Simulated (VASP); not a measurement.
# CuSn3 (I4/mmm) in VASP: a series of runs

Aim: see how the results for CuSn3 move with the level of theory and the settings. Levels: PBEsol+D4, PBEsol+D3(BJ), PBEsol. Tasks: relaxation of cell and atoms, single point.

All numbers are computed with VASP 6.6.1; they aren't measurements. Logs are shortened: lines on timing, memory, paths and dates and some standing lists are left out, and cuts for length are marked.

## Step 1: The cell of the first run

Symmetry: I4/mmm, No. 139, tetragonal system. The conventional cell has a = 4.480 Å, b = 4.480 Å, c = 9.741 Å, α = 90.00°, β = 90.00°, γ = 90.00°. Sn (site symmetry 4/mmm) has 4 Cu at 3.17 Å and 8 Sn at 3.31 Å within 4.2 Å. Within 4.2 Å of Sn (site symmetry -4m2) lie 8 Sn at 3.17 to 3.31 Å and 4 Cu at 3.31 Å. Within 4.2 Å of Cu (site symmetry 4/mmm) lie 12 Sn at 3.17 to 3.31 Å.

## Step 2: Relaxation of cell and atoms, PBEsol+D4

INCAR reads:

```
SYSTEM = CuSn3
PREC = Accurate
ENCUT = 600
EDIFF = 1E-6
ISMEAR = -1
SIGMA = 0.05
LREAL = .False.
LASPH = .True.
NELM = 60
ALGO = Fast
ISIF = 3
LWAVE = .False.
LCHARG = .False.
GGA = PS
IVDW = 13
IBRION = 2
NSW = 60
EDIFFG = -0.01
```

KPOINTS reads:

```
regular mesh
0
Gamma
  8 8 8
  0 0 0
```

POSCAR reads:

```
CuSn3
1.0
   -2.2399030000      2.2399030000      4.8707040000
    2.2399030000     -2.2399030000      4.8707040000
    2.2399030000      2.2399030000     -4.8707040000
Sn Cu
3 1
Direct
    0.5000000000      0.5000000000      0.0000000000
    0.2500000000      0.7500000000      0.5000000000
    0.7500000000      0.2500000000      0.5000000000
    0.0000000000      0.0000000000      0.0000000000
```

Potentials or basis: VASP PAW PBE potentials, release 64 (Sn_d, Cu).

Run with:

```
> cat potpaw_PBE.64/Sn_d/POTCAR potpaw_PBE.64/Cu/POTCAR > POTCAR
> mpirun -np 1 vasp_std > vasp.out
```

OUTCAR:

```text
SYSTEM = CuSn3
   PREC = Accurate
   ENCUT = 600
   EDIFF = 1E-6
   ISMEAR = -1
   LREAL = .False.
   LASPH = .True.
   NELM = 60
   ISIF = 3
   GGA = PS
   IVDW = 13
   IBRION = 2
   NSW = 60
   EDIFFG = -0.01

 ion  position               nearest neighbor table
   1  0.500  0.500  0.000-   4 3.17   4 3.17   4 3.17   4 3.17   3 3.31   2 3.31   3 3.31   3 3.31
                             2 3.31   2 3.31   3 3.31   2 3.31
   2  0.250  0.750  0.500-   3 3.17   3 3.17   3 3.17   3 3.17   1 3.31   1 3.31   1 3.31   1 3.31

   3  0.750  0.250  0.500-   2 3.17   2 3.17   2 3.17   2 3.17   1 3.31   1 3.31   1 3.31   1 3.31

   4  0.000  0.000  0.000-   1 3.17   1 3.17   1 3.17   1 3.17

  LATTYP: Found a body centered tetragonal cell.
 ALAT       =     4.4798060000
 C/A-ratio  =     2.1745155929

  Lattice vectors:

 A1 = (  -2.2399030000,   2.2399030000,   4.8707040000)
 A2 = (   2.2399030000,  -2.2399030000,   4.8707040000)
 A3 = (   2.2399030000,   2.2399030000,  -4.8707040000)

Analysis of symmetry for initial positions (statically):
=====================================================================
 Subroutine PRICEL returns:
 Original cell was already a primitive cell.

 Routine SETGRP: Setting up the symmetry group for a
 body centered tetragonal supercell.

 Subroutine GETGRP returns: Found 16 space group operations
 (whereof 16 operations were pure point group operations)
 out of a pool of 16 trial point group operations.

The static configuration has the point symmetry D_4h.

Analysis of symmetry for dynamics (positions and initial velocities):
=====================================================================
 Subroutine PRICEL returns:
 Original cell was already a primitive cell.

 Routine SETGRP: Setting up the symmetry group for a
 body centered tetragonal supercell.

 Subroutine GETGRP returns: Found 16 space group operations
 (whereof 16 operations were pure point group operations)
 out of a pool of 16 trial point group operations.

The dynamic configuration has the point symmetry D_4h.

 Subroutine INISYM returns: Found 16 space group operations
 (whereof 16 operations are pure point group operations),
 and found     1 'primitive' translations

----------------------------------------------------------------------------------------

                                     Primitive cell

  volume of cell :      97.7485

  direct lattice vectors                    reciprocal lattice vectors
    -2.239903000  2.239903000  4.870704000     0.000000000  0.223223952  0.102654565
     2.239903000 -2.239903000  4.870704000     0.223223952  0.000000000  0.102654565
     2.239903000  2.239903000 -4.870704000     0.223223952  0.223223952  0.000000000

  length of vectors
     5.810171112  5.810171112  5.810171112     0.245696749  0.245696749  0.315686341

  position of ions in fractional coordinates (direct lattice)
     0.500000000  0.500000000  0.000000000
     0.250000000  0.750000000  0.500000000
     0.750000000  0.250000000  0.500000000
     0.000000000  0.000000000  0.000000000

  ion indices of the primitive-cell ions
   primitive index   ion index
                 1           1
                 2           2
                 3           3
                 4           4

----------------------------------------------------------------------------------------

 KPOINTS: regular mesh

Automatic generation of k-mesh.
 Grid dimensions read from file:
 generate k-points for:    8    8    8

 Generating k-lattice:

  Cartesian coordinates                     Fractional coordinates (reciprocal lattice)
     0.000000000  0.027902994  0.012831821     0.125000000  0.000000000 -0.000000000
     0.027902994  0.000000000  0.012831821     0.000000000  0.125000000 -0.000000000
     0.027902994  0.027902994  0.000000000     0.000000000  0.000000000  0.125000000

  Length of vectors
     0.030712094  0.030712094  0.039460793

  Shift w.r.t. Gamma in fractional coordinates (k-lattice)
     0.000000000  0.000000000  0.000000000

 Subroutine IBZKPT returns following result:
 ===========================================

 Found     59 irreducible k-points:

 Following reciprocal coordinates:
            Coordinates               Weight
  0.000000  0.000000  0.000000      1.000000
  0.125000  0.000000  0.000000      8.000000
  0.250000  0.000000  0.000000      8.000000
  0.375000 -0.000000  0.000000      8.000000
  0.500000  0.000000  0.000000      4.000000
  0.125000  0.125000  0.000000      8.000000
[... 16 lines left out ...]
  0.250000  0.125000  0.125000     16.000000
  0.375000  0.125000  0.125000      8.000000
 [... further k-points ...]
   k-points           NKPTS =     59   k-points in BZ     NKDIM =     59   number of bands    NBANDS=     31
   number of dos      NEDOS =    301   number of ions     NIONS =      4
   total plane-waves  NPLWV = 110592
   dimension x,y,z NGX =    48 NGY =   48 NGZ =   48
   dimension x,y,z NGXF=    96 NGYF=   96 NGZF=   96
   ions per type =               3   1
   NGX,Y,Z   is equivalent  to a cutoff of  13.73, 13.73, 13.73 a.u.
   NGXF,Y,Z  is equivalent  to a cutoff of  27.47, 27.47, 27.47 a.u.
 SYSTEM =  CuSn3
   PREC   = accura    normal or accurate (medium, high low for compatibility)
   ISTART =      0    job   : 0-new  1-cont  2-samecut
   ICHARG =      2    charge: 1-file 2-atom 10-const
   ISPIN  =      1    spin polarized calculation?
   LNONCOLLINEAR =      F non collinear calculations
   LSORBIT =      F    spin-orbit coupling
   LASPH  =      T    aspherical Exc in radial PAW
   ENCUT  =  600.0 eV  44.10 Ry    6.64 a.u.  11.60 11.60 11.60*2*pi/ulx,y,z
   NELM   =     60;   NELMIN=  2; NELMDL= -5     # of ELM steps
   EDIFF  = 0.1E-05   stopping-criterion for ELM
   LREAL  =      F    real-space projection
   EDIFFG = -.1E-01   stopping-criterion for IOM
   NSW    =     60    number of steps for IOM
   IBRION =      2    ionic relax: 0-MD 1-quasi-New 2-CG
   NFREE  =      1    steps in history (QN), initial steepest desc. (CG)
   ISIF   =      3    stress and relaxation
   ISYM   =      2    0-nonsym 1-usesym 2-fastsym
   POTIM  = 0.5000    time-step for ionic-motion
   TEBEG  =    0.0;   TEEND  =   0.0 temperature during run
   PSTRESS=    0.0 pullay stress
   NELECT =      53.0000    total number of electrons
   NUPDOWN=      -1.0000    fix difference up-down
   EMIN   =  10.00;   EMAX   =-10.00  energy-range for DOS
   EFERMI =   0.00;   METHOD = LEGACY
   ISMEAR =    -1;   SIGMA  =   0.05  broadening in eV -4-tet -1-fermi 0-gaus
   EFERMI_NEDOS =   21; number of points for ismear=-14 and -15
   IALGO  =     68    algorithm
   IMIX   =      4    mixing-type and parameters
     AMIX     =   0.40;   BMIX     =  1.00
     AMIX_MAG =   1.60;   BMIX_MAG =  1.00
  volume/ion in A,a.u.               =      24.44       164.91
  Fermi-wavevector in a.u.,A,eV,Ry     =   1.334945  2.522680 24.246649  1.782078
  Thomas-Fermi vector in A             =   2.463687
   LORBIT       =      0    0 simple, 1 ext, 2 COOP (PROOUT), +10 PAW based schemes
   GGA     = PS    functional components
   LHFCALC =     F    Hartree Fock is set to
   AEXX    =    0.0000 exact exchange contribution
   IVDW    =    13    specifies the selected vdW correction
   LEPSILON=     F    determine dielectric tensor
   LRPA    =     F    only Hartree local field effects (RPA)
 conjugate gradient relaxation of ions
 non-spin polarized calculation
 RMM-DIIS sequential band-by-band and
  energy-cutoff  :      600.00
  volume of cell :       97.75
 maximum number of plane-waves:      3282
 NGX is ok and might be reduce to    48
   NGX = 23   NGY = 23   NGZ = 23

--------------------------------------- Ionic step        1  -------------------------------------------

 number of electron      53.0000000 magnetization

 Free energy of the ion-electron system (eV)
  ---------------------------------------------------
  ext. energy  EPLUGINS =         0.00000000
  ---------------------------------------------------
  free energy    TOTEN  =       -16.11654824 eV

  energy without entropy =      -16.09964181  energy(sigma->0) =      -16.10809502

------------------------ aborting loop because EDIFF is reached ----------------------------------------

  DFT-D4 for vdW energy calculation

  Edisp (eV):   -0.96992

  FORCE on cell =-STRESS in cart. coord.  units (eV):
  Direction    XX          YY          ZZ          XY          YZ          ZX
  --------------------------------------------------------------------------------------
  -------------------------------------------------------------------------------------
  Total      -3.34707    -3.34707    -3.54288     0.00000     0.00000     0.00000
  in kB     -54.86119   -54.86119   -58.07073     0.00000     0.00000     0.00000
  external pressure =      -55.93 kB  Pullay stress =        0.00 kB
[... 65 lines left out ...]
  energy  without entropy=      -17.2462853666  energy(sigma->0) =      -17.25545491

--------------------------------------- Ionic step        3  -------------------------------------------

 number of electron      53.0000005 magnetization

 Free energy of the ion-electron system (eV)
  ---------------------------------------------------
  ext. energy  EPLUGINS =         0.00000000
  ---------------------------------------------------
  free energy    TOTEN  =       -16.20066219 eV

  energy without entropy =      -16.18171878  energy(sigma->0) =      -16.19119048

 E-fermi :   8.6748     XC(G=0): -11.1137

 val. band max:        8.6646687719   @ k =   0.3750   0.3750   0.0000
 cond. band min:       8.6831592532   @ k =  -0.3750  -0.3750   0.2500
 fundamental gap:      0.0184904813
 Fermi energy:         8.6748352172

 k-point     1 :       0.0000    0.0000    0.0000
  band No.  band energies     occupation
      1     -13.0516      2.00000
      2     -12.9038      2.00000
      3     -12.9007      2.00000
      4     -12.8260      2.00000
      5     -12.8260      2.00000
      6     -12.8243      2.00000
[... 805 lines left out ...]
     30      11.6882      0.00000
     31      13.5278      0.00000

 [... further k-points ...]

------------------------ aborting loop because EDIFF is reached ----------------------------------------

  DFT-D4 for vdW energy calculation

  Edisp (eV):   -1.07275

  FORCE on cell =-STRESS in cart. coord.  units (eV):
  Direction    XX          YY          ZZ          XY          YZ          ZX
  --------------------------------------------------------------------------------------
  -------------------------------------------------------------------------------------
  Total      -0.03630    -0.03630     0.02862     0.00000     0.00000    -0.00000
  in kB      -0.66074    -0.66074     0.52095     0.00000     0.00000    -0.00000
  external pressure =       -0.27 kB  Pullay stress =        0.00 kB
[... 19 lines left out ...]
  FREE ENERGIE OF THE ION-ELECTRON SYSTEM (eV)
  ---------------------------------------------------
  free  energy   TOTEN  =       -17.2734093819 eV

  energy  without entropy=      -17.2544659687  energy(sigma->0) =      -17.26393768

 reached required accuracy - stopping structural energy minimisation
```

Run time: 21 min. Hardware: 1 thread of Intel Xeon Platinum 8375C at 2.90GHz (Ice Lake), shared host; peak memory 0.46 GiB.

Results:

* Free energy: -17.2734 eV
* Relaxed volume: 22.01 Å³/atom
* Relaxed cell: a = 5.607 Å, b = 5.607 Å, c = 5.607 Å, α = 134.58°, β = 134.58°, γ = 66.18°
* Space group after relaxing (to 0.1 Å): I4/mmm (No. 139)
* Energy gained by relaxing: 46.7 meV/atom
* Ionic steps: 3
* Pressure after relaxing: 0.0 GPa
* Band gap on the k mesh: zero (an odd number of electrons rules out a gap without spin polarisation)
* Dispersion energy per atom: -0.268 eV

The path:
| step | energy change (eV) | largest force (eV/Å) | pressure (GPa) | volume (Å³) |
| --- | --- | --- | --- | --- |
| 1 | 0.0000 | 0.0000 | -5.59 | 97.75 |
| 2 | -0.1782 | 0.0000 | 1.56 | 86.17 |
| 3 | -0.1869 | 0.0000 | -0.03 | 88.03 |

Final structure:
```xyz
4
Lattice="-2.1646 2.1646 4.6973 2.1646 -2.1646 4.6973 2.1646 2.1646 -4.6973" Properties=species:S:1:pos:R:3 pbc="T T T"
Sn    0.0000    0.0000    4.6973
Sn    2.1646    0.0000    2.3486
Sn    0.0000    2.1646    2.3486
Cu    0.0000    0.0000    0.0000
```

Caveat: the PAW data sets were made with another functional, which shifts forces and pressure a little; spin-orbit coupling is left out, which moves the levels of the heavy elements.

## Step 3: Single point, PBEsol+D3(BJ)

This run uses another cell than the first one, of 21.55 Å³/atom.

INCAR reads:

```
PREC = Accurate
ENCUT = 520
EDIFF = 1E-6
ISMEAR = -1
SIGMA = 0.05
LREAL = False
LASPH = True
NELM = 100
ALGO = Fast
ISIF = 2
LWAVE = False
LCHARG = False
GGA = PS
IVDW = 12
NBANDS = 34
```

KPOINTS reads:

```
Automatic mesh
0
Gamma
  8 8 8
```

POSCAR reads:

```
CuSn3
1.0
   -2.1426773701      2.1426773701      4.6936244798
    2.1426773701     -2.1426773701      4.6936244798
    2.1426773701      2.1426773701     -4.6936244798
Sn Cu
3 1
Direct
    0.5000000000      0.5000000000      0.0000000000
    0.2500000000      0.7500000000      0.5000000000
    0.7500000000      0.2500000000      0.5000000000
    0.0000000000      0.0000000000      0.0000000000
```

Potentials or basis: VASP PAW PBE potentials, release 64 (Sn_d, Cu).

Run with:

```
> cat potpaw_PBE.64/Sn_d/POTCAR potpaw_PBE.64/Cu/POTCAR > POTCAR
> mpirun -np 1 vasp_std > vasp.out
```

OUTCAR:

```text
PREC = Accurate
   ENCUT = 520
   EDIFF = 1E-6
   ISMEAR = -1
   LREAL = False
   LASPH = True
   NELM = 100
   ISIF = 2
   GGA = PS
   IVDW = 12
 IVDW          = 12

 ion  position               nearest neighbor table
   1  0.500  0.500  0.000-   4 3.03   4 3.03   4 3.03   4 3.03   3 3.18   2 3.18   3 3.18   2 3.18
                             2 3.18   2 3.18   3 3.18   3 3.18
   2  0.250  0.750  0.500-   3 3.03   3 3.03   3 3.03   3 3.03   4 3.18   1 3.18   4 3.18   1 3.18
                             4 3.18   4 3.18   1 3.18   1 3.18
   3  0.750  0.250  0.500-   2 3.03   2 3.03   2 3.03   2 3.03   4 3.18   1 3.18   4 3.18   1 3.18
                             1 3.18   1 3.18   4 3.18   4 3.18
   4  0.000  0.000  0.000-   1 3.03   1 3.03   1 3.03   1 3.03   3 3.18   2 3.18   3 3.18   2 3.18
                             3 3.18   3 3.18   2 3.18   2 3.18

  LATTYP: Found a body centered tetragonal cell.
 ALAT       =     4.2853547402
 C/A-ratio  =     2.1905418638

  Lattice vectors:

 A1 = (  -2.1426773701,   2.1426773701,   4.6936244798)
 A2 = (   2.1426773701,  -2.1426773701,   4.6936244798)
 A3 = (   2.1426773701,   2.1426773701,  -4.6936244798)

Analysis of symmetry for initial positions (statically):
=====================================================================
[... 181 lines left out ...]
 fundamental gap:      0.0088789004
 Fermi energy:         8.9594811985

 k-point     1 :       0.0000    0.0000    0.0000
  band No.  band energies     occupation
      1     -12.8200      2.00000
      2     -12.6610      2.00000
      3     -12.6554      2.00000
      4     -12.5731      2.00000
      5     -12.5731      2.00000
      6     -12.5696      2.00000
[... 877 lines left out ...]
     33      15.4137      0.00000
     34      15.9971      0.00000

 [... further k-points ...]

------------------------ aborting loop because EDIFF is reached ----------------------------------------

 Edisp (eV)   -1.74357

 E8    (eV) :    -1.2126

  FORCE on cell =-STRESS in cart. coord.  units (eV):
  Direction    XX          YY          ZZ          XY          YZ          ZX
  --------------------------------------------------------------------------------------
  -------------------------------------------------------------------------------------
  Total      -0.01538    -0.01538    -0.01909     0.00000     0.00000     0.00000
  in kB      -0.28582    -0.28582    -0.35485     0.00000     0.00000     0.00000
  external pressure =       -0.31 kB  Pullay stress =        0.00 kB

 VOLUME and BASIS-vectors are now :
 -----------------------------------------------------------------------------
  energy-cutoff  :      520.00
  volume of cell :       86.19
      direct lattice vectors                 reciprocal lattice vectors
    -2.142677370  2.142677370  4.693624480     0.000000000  0.233352910  0.106527483
     2.142677370 -2.142677370  4.693624480     0.233352910  0.000000000  0.106527483
     2.142677370  2.142677370 -4.693624480     0.233352910  0.233352910  0.000000000

 POSITION                                       TOTAL-FORCE (eV/Angst)
 -----------------------------------------------------------------------------------
      0.00000      0.00000      4.69362         0.000000     -0.000000     -0.000000
      2.14268     -0.00000      2.34681        -0.000000      0.000000     -0.000000
     -0.00000      2.14268      2.34681         0.000000     -0.000000      0.000000
      0.00000      0.00000      0.00000         0.000000     -0.000000     -0.000000
 -----------------------------------------------------------------------------------
    total drift:                               -0.000000     -0.000000      0.000000

  FREE ENERGIE OF THE ION-ELECTRON SYSTEM (eV)
  ---------------------------------------------------
  free  energy   TOTEN  =       -17.9121132952 eV

  energy  without entropy=      -17.8950306261  energy(sigma->0) =      -17.90357196
```

Run time: 4.3 min. Hardware: 1 thread of Intel Xeon Platinum 8488C (Sapphire Rapids), shared host; peak memory 0.35 GiB.

Results:

- Free energy: -17.9121 eV
- Pressure: 0.0 GPa
- Band gap on the k mesh: zero (an odd number of electrons rules out a gap without spin polarisation)
- Dispersion energy per atom: -0.436 eV

Levels at points of the mesh, in eV from the Fermi level:
```csv
k point,band 22,band 23,band 24,band 25,band 26,band 27,band 28,band 29,band 30,band 31
"(0.00, 0.00, 0.00)",-3.05,-2.68,-2.17,-1.19,-1.19,-0.33,-0.33,0.62,1.28,1.48
"(0.50, 0.00, 0.00)",-2.76,-2.59,-2.22,-0.13,0.02,0.13,0.30,2.31,2.72,3.51
"(0.50, 0.50, 0.00)",-3.02,-2.57,-2.51,-2.34,-2.22,0.26,0.84,0.92,1.13,7.11
"(0.50, 0.50, 0.50)",-2.69,-2.69,-2.68,-2.06,-0.71,2.92,2.92,3.01,3.10,4.45
```

Caveat: the PAW data sets were made with another functional, which shifts forces and pressure a little; spin-orbit coupling is left out, which moves the levels of the heavy elements.

[end of part 1 of 2]

The gap in the log of VASP goes by the Fermi energy; the results here count the filled bands.